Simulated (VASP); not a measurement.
Hg: single point with PBE

Hg:

```
Hg
1.0
     5.12364    0.00000    0.00000
    -2.56182    4.43720    0.00000
     0.00000    0.00000    2.95568
Hg
3
Direct
  0.00000 0.00000 0.00000
  0.33333 0.66667 0.50000
  0.66667 0.33333 0.50000
```

```
Program             : VASP 6.6.1
Task                : single point
Functional          : PBE
Potentials or basis : VASP PAW PBE potentials, release 64 (Hg)
Cutoff              : 520 eV
k mesh              : 7 × 7 × 10
Occupations         : fermi-dirac, width 0.05 eV
Spin                : no spin polarisation
```

```yaml
Pressure: 9.3 GPa
Band_gap_on_the_k_mesh: zero (band 18 reaches 6.77 eV, above the bottom of band 19 at 1.74 eV)
```

Stress tensor (GPa, compression positive):
```
9.19 0.00 0.00
0.00 9.19 0.00
0.00 0.00 9.57
```

Levels at points of the mesh, in eV from the Fermi level:
```csv
k point,band 16,band 17,band 18,band 19,band 20,band 21
"(0.00, 0.00, 0.00)",-5.81,-1.07,-0.63,1.81,1.81,1.85
"(0.00, 0.00, 0.50)",-2.96,-2.82,3.61,3.63,3.78,3.87
```

Wall time 2.1 min on 1 thread of AMD EPYC 7R13, with other jobs on the host, peak memory 0.19 GiB.

Caveat: spin-orbit coupling is left out, which moves the levels of the heavy elements.
